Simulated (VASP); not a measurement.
**Ta4N: single point with PBE**

Crystal: Ta4N.

```
Ta N
1.0
     4.29069    0.00000    0.00000
     0.00000    4.29069    0.00000
     0.00000    0.00000    4.29069
Ta N
4 1
Direct
  0.00000 0.00000 0.00000
  0.50000 0.50000 0.00000
  0.50000 0.00000 0.50000
  0.00000 0.50000 0.50000
  0.50000 0.50000 0.50000
```

| Quantity | Value |
| --- | --- |
| Program | VASP 6.6.1 |
| Task | single point |
| Functional | PBE |
| Potentials or basis | VASP PAW PBE potentials, release 64 (Ta_pv, N) |
| Cutoff | 520 eV |
| k mesh | 4 × 4 × 4 |
| Occupations | gaussian, width 0.1 eV |
| Spin | collinear spin, ferromagnetic start |
| Starting moments | [1.0, 1.0, 1.0, 1.0, 0.0] μB |

- Pressure: 0.3 GPa
- Net moment: 0.00 μB per cell
- Valence electrons inside the program's atomic spheres: Ta 8.75, 8.89; N 3.80

Levels at points of the mesh, in eV from the Fermi level:
Spin up:
```tsv
k point	band 21	band 22	band 23	band 24	band 25	band 26	band 27	band 28
(0.00, 0.00, 0.00)	-3.60	-3.60	0.04	0.04	0.04	2.57	2.57	3.93
(0.50, 0.00, 0.00)	-1.85	-1.58	-1.58	0.17	0.17	0.30	1.12	1.69
(0.50, 0.50, 0.00)	-1.56	-1.56	-1.34	-0.96	-0.27	-0.27	1.51	1.58
(0.50, 0.50, 0.50)	-0.04	-0.04	-0.04	0.12	0.12	0.30	0.30	0.30
```
Spin down:
```tsv
k point	band 21	band 22	band 23	band 24	band 25	band 26	band 27	band 28
(0.00, 0.00, 0.00)	-3.60	-3.60	0.04	0.04	0.04	2.57	2.57	3.93
(0.50, 0.00, 0.00)	-1.85	-1.58	-1.58	0.17	0.17	0.30	1.12	1.69
(0.50, 0.50, 0.00)	-1.56	-1.56	-1.34	-0.96	-0.27	-0.27	1.51	1.58
(0.50, 0.50, 0.50)	-0.04	-0.04	-0.04	0.12	0.12	0.30	0.30	0.30
```

Run time: 58 s on 1 thread of AMD EPYC 7R43 64-Core Processor (Zen 3) (shared host), peak memory 0.19 GiB.

Caveat: the k points lie up to 0.37 Å⁻¹ apart; spin-orbit coupling is left out, which moves the levels of the heavy elements.
